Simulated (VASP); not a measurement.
# AlGa2 (P6/mmm) in VASP: notebook

AlGa2 is run at these levels: PBE; tasks: single point, relaxation of cell and atoms.

Program: VASP 6.6.1. These are calculated values, not measurements. Logs are shortened: lines on timing, memory, paths and dates and some standing lists are left out, and cuts for length are marked.

## (1) The cell of the first run

Symmetry: P6/mmm, No. 191, hexagonal system. The conventional cell has a = 4.365 Å, b = 4.365 Å, c = 3.140 Å, α = 90.00°, β = 90.00°, γ = 120.00°. Al (site symmetry 6/mmm) has 12 Ga at 2.97 Å and 2 Al at 3.14 Å within 3.9 Å. Within 3.3 Å of Ga (site symmetry -6m2) lie 5 Ga at 2.52 to 3.14 Å and 6 Al at 2.97 Å.

The cell was generated, and may not be a known phase.

## (2) Single point, PBE

The input, INCAR:

```
PREC = Accurate ; ENCUT = 520
EDIFF = 1E-6 ; ISMEAR = 0
SIGMA = 0.1 ; LREAL = False
LASPH = True ; NELM = 60
ALGO = Normal ; ISIF = 2
LWAVE = False ; LCHARG = False
GGA = PE ; NBANDS = 22
```

The input, KPOINTS:

```
regular mesh
0
Gamma
  6 6 6
```

The input, POSCAR:

```
AlGa2
1.0
    4.3654110400      0.0000000000      0.0000000000
   -2.1827055200      3.7805568600      0.0000000000
    0.0000000000      0.0000000000      3.1397672000
Al Ga
1 2
Direct
    0.0000000000      0.0000000000      0.5000000000
    0.3333333300      0.6666666700      0.0000000000
    0.6666666700      0.3333333300      0.0000000000
```

Potentials or basis: VASP PAW PBE potentials, release 64 (Al, Ga_d).

On the command line:

```
$ cat potpaw_PBE.64/Al/POTCAR potpaw_PBE.64/Ga_d/POTCAR > POTCAR
$ mpirun -np 1 vasp_std > vasp.out
```

OUTCAR:

```text
PREC = Accurate
   ENCUT = 520
   EDIFF = 1E-6
   ISMEAR = 0
   LREAL = False
   LASPH = True
   NELM = 60
   ISIF = 2
   GGA = PE

 ion  position               nearest neighbor table
   1  0.000  0.000  0.500-   2 2.97   3 2.97   2 2.97   3 2.97   3 2.97   3 2.97   2 2.97   2 2.97
                             3 2.97   3 2.97   2 2.97   2 2.97
   2  0.333  0.667  0.000-   3 2.52   3 2.52   3 2.52   1 2.97   1 2.97   1 2.97   1 2.97   1 2.97
                             1 2.97
   3  0.667  0.333  0.000-   2 2.52   2 2.52   2 2.52   1 2.97   1 2.97   1 2.97   1 2.97   1 2.97
                             1 2.97

  LATTYP: Found a hexagonal cell.
 ALAT       =     4.3654110400
 C/A-ratio  =     0.7192374719

  Lattice vectors:

 A1 = (   4.3654110400,   0.0000000000,   0.0000000000)
 A2 = (  -2.1827055200,   3.7805568600,   0.0000000000)
 A3 = (   0.0000000000,   0.0000000000,   3.1397672000)

Analysis of symmetry for initial positions (statically):
=====================================================================
 Subroutine PRICEL returns:
 Original cell was already a primitive cell.

 Routine SETGRP: Setting up the symmetry group for a
 hexagonal supercell.

 Subroutine GETGRP returns: Found 24 space group operations
 (whereof 24 operations were pure point group operations)
 out of a pool of 24 trial point group operations.

The static configuration has the point symmetry D_6h.

Analysis of symmetry for dynamics (positions and initial velocities):
=====================================================================
 Subroutine PRICEL returns:
 Original cell was already a primitive cell.

 Routine SETGRP: Setting up the symmetry group for a
 hexagonal supercell.

 Subroutine GETGRP returns: Found 24 space group operations
 (whereof 24 operations were pure point group operations)
 out of a pool of 24 trial point group operations.

The dynamic configuration has the point symmetry D_6h.

 Subroutine INISYM returns: Found 24 space group operations
 (whereof 24 operations are pure point group operations),
 and found     1 'primitive' translations

----------------------------------------------------------------------------------------

                                     Primitive cell

  volume of cell :      51.8177

  direct lattice vectors                    reciprocal lattice vectors
     4.365411040  0.000000000  0.000000000     0.229073503  0.132255649  0.000000000
    -2.182705520  3.780556860  0.000000000     0.000000000  0.264511297  0.000000000
     0.000000000  0.000000000  3.139767200     0.000000000  0.000000000  0.318494951

  length of vectors
     4.365411040  4.365411041  3.139767200     0.264511297  0.264511297  0.318494951

  position of ions in fractional coordinates (direct lattice)
     0.000000000  0.000000000  0.500000000
     0.333333330  0.666666670  0.000000000
     0.666666670  0.333333330  0.000000000

  ion indices of the primitive-cell ions
   primitive index   ion index
                 1           1
                 2           2
                 3           3

----------------------------------------------------------------------------------------

 KPOINTS: regular mesh

Automatic generation of k-mesh.
 Grid dimensions read from file:
 generate k-points for:    6    6    6

 Generating k-lattice:

  Cartesian coordinates                     Fractional coordinates (reciprocal lattice)
     0.038178917  0.022042608  0.000000000     0.166666667  0.000000000  0.000000000
     0.000000000  0.044085216  0.000000000     0.000000000  0.166666667  0.000000000
     0.000000000  0.000000000  0.053082492     0.000000000  0.000000000  0.166666667

  Length of vectors
     0.044085216  0.044085216  0.053082492

  Shift w.r.t. Gamma in fractional coordinates (k-lattice)
     0.000000000  0.000000000  0.000000000

 Subroutine IBZKPT returns following result:
 ===========================================

 Found     28 irreducible k-points:

 Following reciprocal coordinates:
            Coordinates               Weight
  0.000000  0.000000  0.000000      1.000000
  0.166667  0.000000  0.000000      6.000000
  0.333333 -0.000000  0.000000      6.000000
  0.500000 -0.000000  0.000000      3.000000
  0.166667  0.166667  0.000000      6.000000
  0.333333  0.166667  0.000000     12.000000
[... 16 lines left out ...]
  0.166667  0.000000  0.500000      6.000000
  0.333333 -0.000000  0.500000      6.000000
 [... further k-points ...]
   k-points           NKPTS =     28   k-points in BZ     NKDIM =     28   number of bands    NBANDS=     22
   number of dos      NEDOS =    301   number of ions     NIONS =      3
   total plane-waves  NPLWV =  24576
   dimension x,y,z NGX =    32 NGY =   32 NGZ =   24
   dimension x,y,z NGXF=    64 NGYF=   64 NGZF=   48
   ions per type =               1   2
   NGX,Y,Z   is equivalent  to a cutoff of  12.19, 12.19, 12.71 a.u.
   NGXF,Y,Z  is equivalent  to a cutoff of  24.37, 24.37, 25.42 a.u.
 SYSTEM =  unknown system
   PREC   = accura    normal or accurate (medium, high low for compatibility)
   ISTART =      0    job   : 0-new  1-cont  2-samecut
   ICHARG =      2    charge: 1-file 2-atom 10-const
   ISPIN  =      1    spin polarized calculation?
   LNONCOLLINEAR =      F non collinear calculations
   LSORBIT =      F    spin-orbit coupling
   LASPH  =      T    aspherical Exc in radial PAW
   ENCUT  =  520.0 eV  38.22 Ry    6.18 a.u.   8.12  8.12  5.84*2*pi/ulx,y,z
   NELM   =     60;   NELMIN=  2; NELMDL= -5     # of ELM steps
   EDIFF  = 0.1E-05   stopping-criterion for ELM
   LREAL  =      F    real-space projection
   EDIFFG = 0.1E-04   stopping-criterion for IOM
   NSW    =      0    number of steps for IOM
   IBRION =     -1    ionic relax: 0-MD 1-quasi-New 2-CG
   NFREE  =      0    steps in history (QN), initial steepest desc. (CG)
   ISIF   =      2    stress and relaxation
   ISYM   =      2    0-nonsym 1-usesym 2-fastsym
   POTIM  = 0.5000    time-step for ionic-motion
   TEBEG  =    0.0;   TEEND  =   0.0 temperature during run
   PSTRESS=    0.0 pullay stress
   NELECT =      29.0000    total number of electrons
   NUPDOWN=      -1.0000    fix difference up-down
   EMIN   =  10.00;   EMAX   =-10.00  energy-range for DOS
   EFERMI =   0.00;   METHOD = LEGACY
   ISMEAR =     0;   SIGMA  =   0.10  broadening in eV -4-tet -1-fermi 0-gaus
   EFERMI_NEDOS =   21; number of points for ismear=-14 and -15
   IALGO  =     38    algorithm
   IMIX   =      4    mixing-type and parameters
     AMIX     =   0.40;   BMIX     =  1.00
     AMIX_MAG =   1.60;   BMIX_MAG =  1.00
  volume/ion in A,a.u.               =      17.27       116.56
  Fermi-wavevector in a.u.,A,eV,Ry     =   1.349112  2.549452 24.764011  1.820103
  Thomas-Fermi vector in A             =   2.476726
   LORBIT       =      0    0 simple, 1 ext, 2 COOP (PROOUT), +10 PAW based schemes
   GGA     = PE    functional components
   LHFCALC =     F    Hartree Fock is set to
   AEXX    =    0.0000 exact exchange contribution
   IVDW    =     0    specifies the selected vdW correction
   LEPSILON=     F    determine dielectric tensor
   LRPA    =     F    only Hartree local field effects (RPA)
 non-spin polarized calculation
 Gauss-broadening in eV      SIGMA  =   0.10
  energy-cutoff  :      520.00
  volume of cell :       51.82
 maximum number of plane-waves:      1428
   NGX = 17   NGY = 17   NGZ = 11

 number of electron      28.9999987 magnetization

 Free energy of the ion-electron system (eV)
  ---------------------------------------------------
  ext. energy  EPLUGINS =         0.00000000
  ---------------------------------------------------
  free energy    TOTEN  =        -9.06101278 eV

  energy without entropy =       -9.05379494  energy(sigma->0) =       -9.05740386

 E-fermi :   6.7766     XC(G=0): -10.9675

 val. band max:        6.6630004957   @ k =   0.3333   0.1667   0.1667
 cond. band min:       6.7957256088   @ k =   0.1667   0.1667   0.1667
 fundamental gap:      0.1327251131
 Fermi energy:         6.7765605826

 k-point     1 :       0.0000    0.0000    0.0000
  band No.  band energies     occupation
      1      -8.4352      2.00000
      2      -8.2930      2.00000
      3      -8.2930      2.00000
      4      -8.2349      2.00000
      5      -8.2349      2.00000
      6      -8.1563      2.00000
[... 14 lines left out ...]
     21      18.4674      0.00000
     22      19.8934      0.00000

 k-point     2 :       0.1667    0.0000    0.0000
  band No.  band energies     occupation
      1      -8.4301      2.00000
      2      -8.3516      2.00000
      3      -8.3473      2.00000
      4      -8.2411      2.00000
      5      -8.2276      2.00000
      6      -8.1357      2.00000
[... 14 lines left out ...]
     21      17.5628      0.00000
     22      18.3675      0.00000

 k-point     3 :       0.3333   -0.0000    0.0000
  band No.  band energies     occupation
      1      -8.4539      2.00000
      2      -8.4162      2.00000
      3      -8.3769      2.00000
      4      -8.2527      2.00000
      5      -8.2104      2.00000
      6      -8.1505      2.00000
[... 14 lines left out ...]
     21      16.2070      0.00000
     22      16.6116      0.00000

 k-point     4 :       0.5000   -0.0000    0.0000
  band No.  band energies     occupation
      1      -8.4790      2.00000
      2      -8.4397      2.00000
      3      -8.3703      2.00000
      4      -8.2581      2.00000
      5      -8.1994      2.00000
      6      -8.1600      2.00000
[... 14 lines left out ...]
     21      14.4377      0.00000
     22      14.8430      0.00000

 k-point     5 :       0.1667    0.1667    0.0000
  band No.  band energies     occupation
      1      -8.4556      2.00000
      2      -8.3895      2.00000
      3      -8.3758      2.00000
      4      -8.2526      2.00000
      5      -8.2113      2.00000
      6      -8.1298      2.00000
[... 14 lines left out ...]
     21      15.6532      0.00000
     22      16.4172      0.00000

 k-point     6 :       0.3333    0.1667    0.0000
  band No.  band energies     occupation
      1      -8.5088      2.00000
      2      -8.4006      2.00000
      3      -8.3751      2.00000
      4      -8.2640      2.00000
      5      -8.1862      2.00000
      6      -8.1403      2.00000
[... 14 lines left out ...]
     21      14.8994      0.00000
     22      15.0720      0.00000

 k-point     7 :       0.3333    0.3333    0.0000
  band No.  band energies     occupation
      1      -8.5384      2.00000
      2      -8.3800      2.00000
      3      -8.3800      2.00000
      4      -8.2714      2.00000
      5      -8.1440      2.00000
      6      -8.1440      2.00000
[... 324 lines left out ...]
      6      -8.1514      2.00000
[... 14 lines left out ...]
     21      16.2846      0.00000
     22      16.8417      0.00000

 k-point    21 :       0.3333    0.3333    0.3333
  band No.  band energies     occupation
      1      -8.5223      2.00000
      2      -8.3584      2.00000
      3      -8.3442      2.00000
      4      -8.3442      2.00000
      5      -8.2020      2.00000
      6      -8.2020      2.00000
[... 14 lines left out ...]
     21      15.6477      0.00000
     22      17.8075      0.00000

 k-point    22 :       0.0000    0.0000    0.5000
  band No.  band energies     occupation
      1      -8.3404      2.00000
      2      -8.3205      2.00000
      3      -8.3205      2.00000
      4      -8.2833      2.00000
      5      -8.2833      2.00000
      6      -8.1384      2.00000
[... 14 lines left out ...]
     21       9.8693      0.00000
     22      11.1236      0.00000

 k-point    23 :       0.1667    0.0000    0.5000
  band No.  band energies     occupation
      1      -8.3598      2.00000
      2      -8.3395      2.00000
      3      -8.3306      2.00000
      4      -8.3153      2.00000
      5      -8.3120      2.00000
      6      -8.1087      2.00000
[... 14 lines left out ...]
     21      12.7355      0.00000
     22      12.8141      0.00000

 k-point    24 :       0.3333   -0.0000    0.5000
  band No.  band energies     occupation
      1      -8.4259      2.00000
      2      -8.4038      2.00000
      3      -8.3488      2.00000
      4      -8.3055      2.00000
      5      -8.2996      2.00000
      6      -8.1364      2.00000
[... 14 lines left out ...]
     21      14.9780      0.00000
     22      15.4300      0.00000

 [... further k-points ...]
[... 5 lines left out ...]
  --------------------------------------------------------------------------------------
  -------------------------------------------------------------------------------------
  Total        2.6861194      2.6861194     -0.1377239      0.0000000      0.0000000      0.0000000
  in kB       83.0534215     83.0534216     -4.2583522      0.0000000      0.0000000      0.0000000
  external PRESSURE =      53.9494970 kB  Pullay stress =       0.0000000 kB

 VOLUME and BASIS-vectors are now :
 -----------------------------------------------------------------------------
  energy-cutoff  :      520.00
  volume of cell :       51.82
      direct lattice vectors                 reciprocal lattice vectors
     4.365411040  0.000000000  0.000000000     0.229073503  0.132255649  0.000000000
    -2.182705520  3.780556860  0.000000000     0.000000000  0.264511297  0.000000000
     0.000000000  0.000000000  3.139767200     0.000000000  0.000000000  0.318494951

 POSITION                                       TOTAL-FORCE (eV/Angst)
 -----------------------------------------------------------------------------------
      0.00000      0.00000      1.56988        -0.000000      0.000000      0.000000
     -0.00000      2.52037      0.00000         0.000000      0.000000      0.000000
      2.18271      1.26019      0.00000        -0.000000     -0.000000     -0.000000
 -----------------------------------------------------------------------------------
    total drift:                               -0.000000      0.000000      0.000000

  FREE ENERGIE OF THE ION-ELECTRON SYSTEM (eV)
  ---------------------------------------------------
  free  energy   TOTEN  =        -9.0610127842 eV

  energy  without entropy=       -9.0537949403  energy(sigma->0) =       -9.05740386
```

It took 28 s on 1 thread of Oxide Virtual Turin-like, shared host; peak memory 0.14 GiB.

What came out:

```
Free energy            : -9.0610 eV
Pressure               : 5.4 GPa
Band gap on the k mesh : zero (an odd number of electrons rules out a gap without spin polarisation)
```

Caveat: the stress differs along the axes, from -0 to 8 GPa.

(Part 1 of 2 ends here.)

The gap in the log of VASP goes by the Fermi energy; the results here count the filled bands.